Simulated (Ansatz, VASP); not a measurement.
**Two plane-wave programs on RuS2**

The input INCAR:

```
SYSTEM = RuS2
ALGO = Normal ; EDIFF = 1E-6
ENCUT = 600 ; GGA = PS
GGA_COMPAT = .False. ; ISIF = 2
ISMEAR = 0 ; ISPIN = 2
LASPH = .True. ; LCHARG = .False.
LDAU = .True. ; LDAUJ = 0.7 0
LDAUL = 2 -1 ; LDAUPRINT = 1
LDAUTYPE = 1 ; LDAUU = 4 0
LMAXMIX = 4 ; LORBIT = 11
LREAL = .False. ; LWAVE = .False.
MAGMOM = 4 0 0 ; NBANDS = 25
NELM = 200 ; PREC = Accurate
SIGMA = 0.05
```

The input KPOINTS:

```
k-points
0
Gamma
  6 6 4
  0 0 0
```

Contents of POSCAR:

```
RuS2
1.0
    3.1102166100     -1.9066246500      0.0000000000
    3.1102166100      1.9066246500      0.0000000000
   -0.0030620500      0.0000000000      4.3860576300
Ru S
1 2
Direct
    0.0000000000      0.0000000000      0.0000000000
    0.6879000000      0.6879000000      0.2889000000
    0.3121000000      0.3121000000      0.7111000000
```

Input for Ansatz:

```yaml
crystal:
  lattice:
    - [3.11021661, -1.90662465, 0.0]
    - [3.11021661, 1.90662465, 0.0]
    - [-0.00306205, 0.0, 4.38605763]
  atoms:
    - { symbol: Ru, position: [0.0, 0.0, 0.0], spin: 4.0 }
    - { symbol: S, position: [0.6879, 0.6879, 0.2889] }
    - { symbol: S, position: [0.3121, 0.3121, 0.7111] }
basis:
  ecutwfc: 420
  ecutrho_ratio: 4
kpoints:
  mp_grid: { grid: [6, 6, 4] }
hamiltonian:
  xc: pbesol
  hubbard: { sites: [{ site: 0, l: d, u: 4.0, j: 0.7 }] }
scf:
  occupations: { method: gaussian, width: 0.05 }
  lower_state_search: "off"
  max_iter: 150
output:
  forces: true
  stress: true
  eigenvalues: true
  populations: true
  hubbard: { sites: [{ site: 0, l: d }] }
magnetization:
  spin_polarized: true
```

Alike in both runs: task single point; functional PBEsol; k mesh 6 × 6 × 4; occupations gaussian, width 0.05 eV; collinear spin; Hubbard terms Ru d U = 4.0 eV, J = 0.7 eV.

|  | VASP | Ansatz |
| --- | --- | --- |
| version | VASP 6.6.1 | Ansatz 0.2.0 |
| potentials or method | VASP PAW PBE potentials, release 64 (Ru_sv, S), cutoff 600 eV | scalar-relativistic, plane waves, PAW |
| valence electrons in the cell | 28 | 28 |

Ansatz gave:

```
gap on the k mesh at the Fermi level (eV)                     : none
pressure (GPa)                                                : -7.6
traceless stress, the component that is largest in VASP (GPa) : 8.55
rms of the force components (eV/Å)                            : 0.594
net moment per atom (μB)                                      : 0.50
size of the moment on the site where the two differ most (μB) : 1.11
```

Which values does VASP return?

gap on the k mesh at the Fermi level (eV): none; pressure (GPa): -8.2; traceless stress, the component that is largest in VASP (GPa): 11.00; rms of the force components (eV/Å): 0.642; net moment per atom (μB): 0.52; size of the moment on the site where the two differ most (μB): 1.32.

VASP's potentials were made for PBE, not for PBEsol. Site moments also hang on the region over which each program counts them. The programs project onto different local orbitals, so the same U acts differently, and such runs can settle in different states. Atom by atom the forces differ by 0.051 eV/Å (rms over components). A gap of «none» marks a metal or a gap that the smearing closes. Ansatz's warnings: filled band counts differ across k points.
